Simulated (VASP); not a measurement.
# Ta (Im-3m) in VASP: further runs

Ta is run at these levels: PBEsol; tasks: single point, relaxation of cell and atoms.

All numbers are computed with VASP 6.6.1; they aren't measurements. Logs are shortened: lines on timing, memory, paths and dates and some standing lists are left out, and cuts for length are marked.

**1. The cell of the first run**

Symmetry: Im-3m, No. 229, cubic system. The conventional cell has a = 3.310 Å, b = 3.310 Å, c = 3.310 Å, α = 90.00°, β = 90.00°, γ = 90.00°. Ta (site symmetry m-3m) has 14 Ta at 2.87 to 3.31 Å within 3.8 Å.

**2. Single point, PBEsol**

INCAR reads:

```
SYSTEM = Ta
ALGO = Normal
EDIFF = 1E-6
ENCUT = 520
GGA = PS
ISIF = 2
ISMEAR = 0
LASPH = .TRUE.
LCHARG = .FALSE.
LREAL = .FALSE.
LWAVE = .FALSE.
NBANDS = 12
NELM = 100
PREC = Accurate
SIGMA = 0.1
```

KPOINTS reads:

```
k-points
0
G
  8 8 8
  0 0 0
```

POSCAR reads:

```
Ta
1.0
   -1.6549278069      1.6549278069      1.6549278069
    1.6549278069     -1.6549278069      1.6549278069
    1.6549278069      1.6549278069     -1.6549278069
Ta
1
Direct
    0.0000000000      0.0000000000      0.0000000000
```

Potentials or basis: VASP PAW PBE potentials, release 64 (Ta_pv).

Command:

```bash
$ cat potpaw_PBE.64/Ta_pv/POTCAR > POTCAR
$ mpirun -np 1 vasp_std > vasp.out
```

OUTCAR:

```text
SYSTEM = Ta
   EDIFF = 1E-6
   ENCUT = 520
   GGA = PS
   ISIF = 2
   ISMEAR = 0
   LASPH = .TRUE.
   LREAL = .FALSE.
   NELM = 100
   PREC = Accurate

 ion  position               nearest neighbor table
   1  0.000  0.000  0.000-

  LATTYP: Found a body centered cubic cell.
 ALAT       =     3.3098556138

  Lattice vectors:

 A1 = (  -1.6549278069,   1.6549278069,   1.6549278069)
 A2 = (   1.6549278069,  -1.6549278069,   1.6549278069)
 A3 = (   1.6549278069,   1.6549278069,  -1.6549278069)

Analysis of symmetry for initial positions (statically):
=====================================================================
 Subroutine PRICEL returns:
 Original cell was already a primitive cell.

 Routine SETGRP: Setting up the symmetry group for a
 body centered cubic supercell.

 Subroutine GETGRP returns: Found 48 space group operations
[... 9 lines left out ...]

 Routine SETGRP: Setting up the symmetry group for a
 body centered cubic supercell.

 Subroutine GETGRP returns: Found 48 space group operations
[... 11 lines left out ...]
                                     Primitive cell

  volume of cell :      18.1300

  direct lattice vectors                    reciprocal lattice vectors
    -1.654927807  1.654927807  1.654927807     0.000000000  0.302127983  0.302127983
     1.654927807 -1.654927807  1.654927807     0.302127983  0.000000000  0.302127983
     1.654927807  1.654927807 -1.654927807     0.302127983  0.302127983  0.000000000

  length of vectors
     2.866419044  2.866419044  2.866419044     0.427273491  0.427273491  0.427273491

  position of ions in fractional coordinates (direct lattice)
     0.000000000  0.000000000  0.000000000

  ion indices of the primitive-cell ions
   primitive index   ion index
                 1           1

----------------------------------------------------------------------------------------

 KPOINTS: k-points

Automatic generation of k-mesh.
 Grid dimensions read from file:
 generate k-points for:    8    8    8

 Generating k-lattice:

  Cartesian coordinates                     Fractional coordinates (reciprocal lattice)
     0.000000000  0.037765998  0.037765998     0.125000000  0.000000000  0.000000000
     0.037765998  0.000000000  0.037765998     0.000000000  0.125000000  0.000000000
     0.037765998  0.037765998  0.000000000     0.000000000  0.000000000  0.125000000

  Length of vectors
     0.053409186  0.053409186  0.053409186

  Shift w.r.t. Gamma in fractional coordinates (k-lattice)
     0.000000000  0.000000000  0.000000000

 Subroutine IBZKPT returns following result:
 ===========================================

 Found     29 irreducible k-points:

 Following reciprocal coordinates:
            Coordinates               Weight
  0.000000  0.000000  0.000000      1.000000
  0.125000  0.000000  0.000000     12.000000
  0.250000  0.000000  0.000000     12.000000
  0.375000  0.000000  0.000000     12.000000
  0.500000  0.000000  0.000000      6.000000
  0.125000  0.125000  0.000000     24.000000
[... 16 lines left out ...]
 -0.250000  0.250000  0.250000      6.000000
 -0.375000  0.375000  0.250000     24.000000
 [... further k-points ...]
   k-points           NKPTS =     29   k-points in BZ     NKDIM =     29   number of bands    NBANDS=     12
   number of dos      NEDOS =    301   number of ions     NIONS =      1
   total plane-waves  NPLWV =  13824
   dimension x,y,z NGX =    24 NGY =   24 NGZ =   24
   dimension x,y,z NGXF=    48 NGYF=   48 NGZF=   48
   ions per type =               1
   NGX,Y,Z   is equivalent  to a cutoff of  13.92, 13.92, 13.92 a.u.
   NGXF,Y,Z  is equivalent  to a cutoff of  27.84, 27.84, 27.84 a.u.
 SYSTEM =  Ta
   PREC   = accura    normal or accurate (medium, high low for compatibility)
   ISTART =      0    job   : 0-new  1-cont  2-samecut
   ICHARG =      2    charge: 1-file 2-atom 10-const
   ISPIN  =      1    spin polarized calculation?
   LNONCOLLINEAR =      F non collinear calculations
   LSORBIT =      F    spin-orbit coupling
   LASPH  =      T    aspherical Exc in radial PAW
   ENCUT  =  520.0 eV  38.22 Ry    6.18 a.u.   5.33  5.33  5.33*2*pi/ulx,y,z
   NELM   =    100;   NELMIN=  2; NELMDL= -5     # of ELM steps
   EDIFF  = 0.1E-05   stopping-criterion for ELM
   LREAL  =      F    real-space projection
   EDIFFG = 0.1E-04   stopping-criterion for IOM
   NSW    =      0    number of steps for IOM
   IBRION =     -1    ionic relax: 0-MD 1-quasi-New 2-CG
   NFREE  =      0    steps in history (QN), initial steepest desc. (CG)
   ISIF   =      2    stress and relaxation
   ISYM   =      2    0-nonsym 1-usesym 2-fastsym
   POTIM  = 0.5000    time-step for ionic-motion
   TEBEG  =    0.0;   TEEND  =   0.0 temperature during run
   PSTRESS=    0.0 pullay stress
   NELECT =      11.0000    total number of electrons
   NUPDOWN=      -1.0000    fix difference up-down
   EMIN   =  10.00;   EMAX   =-10.00  energy-range for DOS
   EFERMI =   0.00;   METHOD = LEGACY
   ISMEAR =     0;   SIGMA  =   0.10  broadening in eV -4-tet -1-fermi 0-gaus
   EFERMI_NEDOS =   21; number of points for ismear=-14 and -15
   IALGO  =     38    algorithm
   IMIX   =      4    mixing-type and parameters
     AMIX     =   0.40;   BMIX     =  1.00
     AMIX_MAG =   1.60;   BMIX_MAG =  1.00
  volume/ion in A,a.u.               =      18.13       122.35
  Fermi-wavevector in a.u.,A,eV,Ry     =   1.385926  2.619020 26.133942  1.920791
  Thomas-Fermi vector in A             =   2.510290
   LORBIT       =      0    0 simple, 1 ext, 2 COOP (PROOUT), +10 PAW based schemes
   GGA     = PS    functional components
   LHFCALC =     F    Hartree Fock is set to
   AEXX    =    0.0000 exact exchange contribution
   IVDW    =     0    specifies the selected vdW correction
   LEPSILON=     F    determine dielectric tensor
   LRPA    =     F    only Hartree local field effects (RPA)
 non-spin polarized calculation
 Gauss-broadening in eV      SIGMA  =   0.10
  energy-cutoff  :      520.00
  volume of cell :       18.13
 maximum number of plane-waves:       496
 NGX is ok and might be reduce to    24
   NGX = 11   NGY = 11   NGZ = 11

 number of electron      11.0000001 magnetization

 Free energy of the ion-electron system (eV)
  ---------------------------------------------------
  ext. energy  EPLUGINS =         0.00000000
  ---------------------------------------------------
  free energy    TOTEN  =       -12.57028144 eV

  energy without entropy =      -12.56646998  energy(sigma->0) =      -12.56837571

 E-fermi :   5.2830     XC(G=0): -12.6901

 val. band max:        5.1875828259   @ k =   0.2500   0.0000   0.0000
 cond. band min:       5.3297389593   @ k =  -0.2500   0.2500   0.1250
 fundamental gap:      0.1421561334
 Fermi energy:         5.2830488936

 k-point     1 :       0.0000    0.0000    0.0000
  band No.  band energies     occupation
      1     -27.7548      2.00000
      2     -27.7548      2.00000
      3     -27.7548      2.00000
      4      -2.6373      2.00000
      5       6.0037      0.00000
      6       6.0037      0.00000
      7       6.0037      0.00000
      8       9.2474      0.00000
      9       9.2474      0.00000
     10      19.9463      0.00000
     11      20.2740      0.00000
     12      20.2740      0.00000

 k-point     2 :       0.1250    0.0000    0.0000
  band No.  band energies     occupation
      1     -27.9374      2.00000
      2     -27.8113      2.00000
      3     -27.7558      2.00000
      4      -1.9643      2.00000
      5       5.5860      0.00002
      6       5.8258      0.00000
      7       6.6777      0.00000
      8       8.7192      0.00000
      9       9.2612      0.00000
     10      19.9451      0.00000
     11      20.7984      0.00000
     12      21.4557      0.00000

 k-point     3 :       0.2500    0.0000    0.0000
  band No.  band energies     occupation
      1     -28.3583      2.00000
      2     -27.9454      2.00000
      3     -27.7582      2.00000
      4      -0.3516      2.00000
      5       4.7273      2.00000
      6       5.1876      1.82301
      7       8.5892      0.00000
      8       8.6687      0.00000
      9       9.4338      0.00000
     10      19.9371      0.00000
     11      20.4287      0.00000
     12      21.9576      0.00000

 k-point     4 :       0.3750    0.0000    0.0000
  band No.  band energies     occupation
      1     -28.7544      2.00000
      2     -28.0763      2.00000
      3     -27.7608      2.00000
      4       0.7877      2.00000
      5       4.0116      2.00000
      6       5.6517      0.00000
      7       9.1521      0.00000
      8       9.8565      0.00000
      9      11.2881      0.00000
     10      18.2509      0.00000
     11      18.5512      0.00000
     12      19.9743      0.00000

 k-point     5 :       0.5000    0.0000    0.0000
  band No.  band energies     occupation
      1     -28.9120      2.00000
      2     -28.1296      2.00000
      3     -27.7619      2.00000
      4       0.9116      2.00000
      5       3.7450      2.00000
      6       6.8480      0.00000
      7       9.1245      0.00000
      8      10.1476      0.00000
      9      13.0336      0.00000
     10      16.8832      0.00000
     11      17.1973      0.00000
     12      19.9629      0.00000
[... 228 lines left out ...]
      1     -28.5948      2.00000
      2     -28.5948      2.00000
      3     -27.9812      2.00000
      4       3.5874      2.00000
      5       3.5874      2.00000
      6       3.7750      2.00000
      7       9.7111      0.00000
      8       9.7111      0.00000
      9      14.6434      0.00000
     10      17.1907      0.00000
     11      17.1907      0.00000
     12      19.9539      0.00000

 k-point    22 :       0.2500    0.2500    0.2500
  band No.  band energies     occupation
      1     -28.3388      2.00000
      2     -28.3388      2.00000
      3     -28.3388      2.00000
      4       4.0529      2.00000
      5       4.0529      2.00000
      6       4.0529      2.00000
      7      10.3167      0.00000
      8      10.3167      0.00000
      9      12.2582      0.00000
     10      18.0783      0.00000
     11      18.0783      0.00000
     12      18.0783      0.00000

 k-point    23 :      -0.2500    0.2500    0.2500
  band No.  band energies     occupation
      1     -28.3807      2.00000
      2     -28.1517      2.00000
      3     -28.1517      2.00000
      4       1.5554      2.00000
      5       4.3459      2.00000
      6       6.5273      0.00000
      7       6.5273      0.00000
      8       8.4591      0.00000
      9      10.2516      0.00000
     10      19.7841      0.00000
     11      20.0368      0.00000
     12      24.5791      0.00000

 k-point    24 :      -0.3750    0.3750    0.2500
  band No.  band energies     occupation
      1     -28.6195      2.00000
      2     -28.2929      2.00000
      3     -28.1866      2.00000
      4       2.4549      2.00000
      5       3.3101      2.00000
      6       6.5381      0.00000
      7       7.2162      0.00000
      8      10.6746      0.00000
      9      10.7434      0.00000
     10      19.1634      0.00000
     11      19.9724      0.00000
     12      21.4743      0.00000

 [... further k-points ...]
[... 5 lines left out ...]
  --------------------------------------------------------------------------------------
  -------------------------------------------------------------------------------------
  Total       -0.7911296     -0.7911296     -0.7911296      0.0000000      0.0000000     -0.0000000
  in kB      -69.9135022    -69.9135022    -69.9135022      0.0000000      0.0000000     -0.0000000
  external PRESSURE =     -69.9135022 kB  Pullay stress =       0.0000000 kB

 VOLUME and BASIS-vectors are now :
 -----------------------------------------------------------------------------
  energy-cutoff  :      520.00
  volume of cell :       18.13
      direct lattice vectors                 reciprocal lattice vectors
    -1.654927807  1.654927807  1.654927807     0.000000000  0.302127983  0.302127983
     1.654927807 -1.654927807  1.654927807     0.302127983  0.000000000  0.302127983
     1.654927807  1.654927807 -1.654927807     0.302127983  0.302127983  0.000000000

 POSITION                                       TOTAL-FORCE (eV/Angst)
 -----------------------------------------------------------------------------------
      0.00000      0.00000      0.00000         0.000000     -0.000000     -0.000000
 -----------------------------------------------------------------------------------
    total drift:                                0.000000      0.000000      0.000000

  FREE ENERGIE OF THE ION-ELECTRON SYSTEM (eV)
  ---------------------------------------------------
  free  energy   TOTEN  =       -12.5702814410 eV

  energy  without entropy=      -12.5664699769  energy(sigma->0) =      -12.56837571
```

Run time: 3.4 s. Hardware: 1 thread of Intel Xeon Platinum 8488C (Sapphire Rapids), shared host; peak memory 0.14 GiB.

What came out:

| Quantity | Value |
| --- | --- |
| Free energy | -12.5703 eV |
| Pressure | -7.0 GPa |

Caveat: the PAW data sets were made with another functional, which shifts forces and pressure a little; spin-orbit coupling is left out, which moves the levels of the heavy elements.

**3. Single point, PBEsol**

This run uses another cell than the first one, of 17.65 Å³/atom, 0.974 times its volume.

INCAR reads:

```
PREC     = Accurate       # precision mode
ENCUT    = 520            # plane-wave cutoff, eV
EDIFF    = 1E-6           # SCF threshold, eV
ISMEAR   = 0              # smearing method
SIGMA    = 0.1            # smearing width, eV
LREAL    = F              # projectors in reciprocal space
LASPH    = T              # aspherical terms in the spheres
NELM     = 80             # most SCF steps
ALGO     = Fast           # electronic algorithm
ISIF     = 2              # what is computed and relaxed
LWAVE    = F              # write WAVECAR
LCHARG   = F              # write CHGCAR
GGA      = PS             # functional
NBANDS   = 12             # bands
```

KPOINTS reads:

```
regular mesh
0
Gamma
  18 18 18
```

POSCAR reads:

```
Ta
1.0
   -1.6402410434      1.6402410434      1.6402410434
    1.6402410434     -1.6402410434      1.6402410434
    1.6402410434      1.6402410434     -1.6402410434
Ta
1
Direct
    0.0000000000      0.0000000000      0.0000000000
```

Potentials or basis: VASP PAW PBE potentials, release 64 (Ta_pv).

Command:

```bash
$ cat potpaw_PBE.64/Ta_pv/POTCAR > POTCAR
$ mpirun -np 1 vasp_std > vasp.out
```

Run time: 17 s. Hardware: 1 thread of Intel Xeon Platinum 8488C (Sapphire Rapids), shared host; peak memory 0.17 GiB.

The run converged. Its results:

| Item | Value |
| --- | --- |
| Free energy | -12.5554 eV |
| Pressure | 0.2 GPa |

Levels at points of the mesh, in eV from the Fermi level:
```csv
k point,band 1,band 2,band 3,band 4,band 5,band 6,band 7,band 8,band 9,band 10
"(0.00, 0.00, 0.00)",-32.95,-32.95,-32.95,-8.02,0.71,0.71,0.71,4.05,4.05,15.13
"(0.50, 0.00, 0.00)",-34.21,-33.36,-32.96,-4.49,-1.62,1.70,3.95,5.00,8.00,12.03
"(0.50, 0.50, 0.50)",-33.83,-33.83,-33.83,-3.94,-3.94,7.00,7.00,7.00,8.84,8.84
```

Caveat: the PAW data sets were made with another functional, which shifts forces and pressure a little; spin-orbit coupling is left out, which moves the levels of the heavy elements.

**4. Relaxation of cell and atoms, PBEsol**

INCAR reads:

```
  ALGO = Normal
  EDIFF = 1E-7
  EDIFFG = -0.005
  ENCUT = 600
  GGA = PS
  IBRION = 2
  ISIF = 3
  ISMEAR = 0
  LASPH = True
  LCHARG = False
  LREAL = False
  LWAVE = False
  NELM = 80
  NSW = 100
  PREC = Accurate
  SIGMA = 0.1
```

KPOINTS reads:

```
k-points
0
Gamma
  18 18 18
```

POSCAR reads:

```
Ta
1.0
   -1.6549278069      1.6549278069      1.6549278069
    1.6549278069     -1.6549278069      1.6549278069
    1.6549278069      1.6549278069     -1.6549278069
Ta
1
Direct
    0.0000000000      0.0000000000      0.0000000000
```

Command:

```bash
$ cat potpaw_PBE.64/Ta_pv/POTCAR > POTCAR
$ mpirun -np 1 vasp_std > vasp.out
```

It took 32 s on 1 thread of Intel Xeon Platinum 8488C (Sapphire Rapids), shared host; peak memory 0.18 GiB.

It converged, with:

```yaml
Free_energy: -12.5557 eV
Relaxed_volume: 17.67 Å³/atom
Relaxed_cell: a = 2.842 Å, b = 2.842 Å, c = 2.842 Å, α = 109.47°, β = 109.47°, γ = 109.47°
Space_group_after_relaxing_to_0.05_Å: Im-3m (No. 229)
Energy_gained_by_relaxing: 7.5 meV/atom
Ionic_steps: 4
Pressure_after_relaxing: 0.0 GPa
```

Step by step:
```
step  energy change (eV)  largest force (eV/Å)  pressure (GPa)  volume (Å³)
   1              0.0000                0.0000           -5.09        18.13
   2              0.0339                0.0000           13.87        16.66
   3             -0.0075                0.0000           -0.10        17.68
   4             -0.0075                0.0000            0.01        17.67
```

Final structure:
```xyz
1
Lattice="-1.6408 1.6408 1.6408 1.6408 -1.6408 1.6408 1.6408 1.6408 -1.6408" Properties=species:S:1:pos:R:3 pbc="T T T"
Ta    1.6408    1.6408   -1.6408
```

Levels at points of the mesh, in eV from the Fermi level:
```
           k point  band 2  band 3  band 4  band 5  band 6  band 7  band 8  band 9
(0.00, 0.00, 0.00)  -32.95  -32.95   -8.01    0.71    0.71    0.71    4.05    4.05
(0.50, 0.00, 0.00)  -33.36  -32.96   -4.48   -1.62    1.69    3.94    5.00    7.99
(0.50, 0.50, 0.50)  -33.83  -33.83   -3.94   -3.94    6.99    6.99    6.99    8.83
```

Caveat: the PAW data sets were made with another functional, which shifts forces and pressure a little; spin-orbit coupling is left out, which moves the levels of the heavy elements.

**5. Single point, PBEsol**

This run uses another cell than the first one, of 17.65 Å³/atom, 0.974 times its volume.

INCAR reads:

```
PREC     = Accurate       # precision mode
ENCUT    = 520            # plane-wave cutoff, eV
EDIFF    = 1E-6           # SCF threshold, eV
ISMEAR   = 0              # smearing method
SIGMA    = 0.1            # smearing width, eV
LREAL    = F              # projectors in reciprocal space
LASPH    = T              # aspherical terms in the spheres
NELM     = 80             # most SCF steps
ALGO     = Fast           # electronic algorithm
ISIF     = 2              # what is computed and relaxed
LWAVE    = F              # write WAVECAR
LCHARG   = F              # write CHGCAR
GGA      = PS             # functional
NBANDS   = 12             # bands
```

KPOINTS reads:

```
regular mesh
0
Gamma
  18 18 18
```

POSCAR reads:

```
Ta
1.0
   -1.6402410472      1.6402410472      1.6402410472
    1.6402410472     -1.6402410472      1.6402410472
    1.6402410472      1.6402410472     -1.6402410472
Ta
1
Direct
    0.0000000000      0.0000000000      0.0000000000
```

Command:

```bash
$ cat potpaw_PBE.64/Ta_pv/POTCAR > POTCAR
$ mpirun -np 1 vasp_std > vasp.out
```

It took 80 s on 1 thread of AMD EPYC 7R43 (Zen 3), shared host; peak memory 0.13 GiB.

It converged, with:

```yaml
Free_energy: -12.5554 eV
Pressure: 0.2 GPa
```

Levels at points of the mesh, in eV from the Fermi level:
| k point | band 2 | band 3 | band 4 | band 5 | band 6 | band 7 | band 8 | band 9 |
| --- | --- | --- | --- | --- | --- | --- | --- | --- |
| (0.00, 0.00, 0.00) | -32.95 | -32.95 | -8.02 | 0.71 | 0.71 | 0.71 | 4.05 | 4.05 |
| (0.50, 0.00, 0.00) | -33.36 | -32.96 | -4.49 | -1.62 | 1.70 | 3.95 | 5.00 | 8.00 |
| (0.50, 0.50, 0.50) | -33.83 | -33.83 | -3.94 | -3.94 | 7.00 | 7.00 | 7.00 | 8.84 |

Caveat: the PAW data sets were made with another functional, which shifts forces and pressure a little; spin-orbit coupling is left out, which moves the levels of the heavy elements.

**6. Summary**

```csv
task,cell,k mesh,cutoff (eV),gap on the mesh (eV),pressure (GPa)
single point,"a = 2.866 Å, angles 109.5°, 1 atom",8 × 8 × 8,520,none,-7.0
single point,"a = 2.841 Å, angles 109.5°, 1 atom",18 × 18 × 18,520,none,0.2
relaxation of cell and atoms,"relaxed from a = 2.866 Å, angles 109.5°, 1 atom",18 × 18 × 18,600,none,0.0
```

Alike in all rows: level PBEsol; potentials or basis VASP PAW PBE potentials, release 64 (Ta_pv); no spin polarisation; smearing gaussian 0.1 eV.

Caveats: the PAW data sets were made with another functional, which shifts forces and pressure a little; spin-orbit coupling is left out, which moves the levels of the heavy elements.

Absolute energies hang on the potentials; compare differences alone.
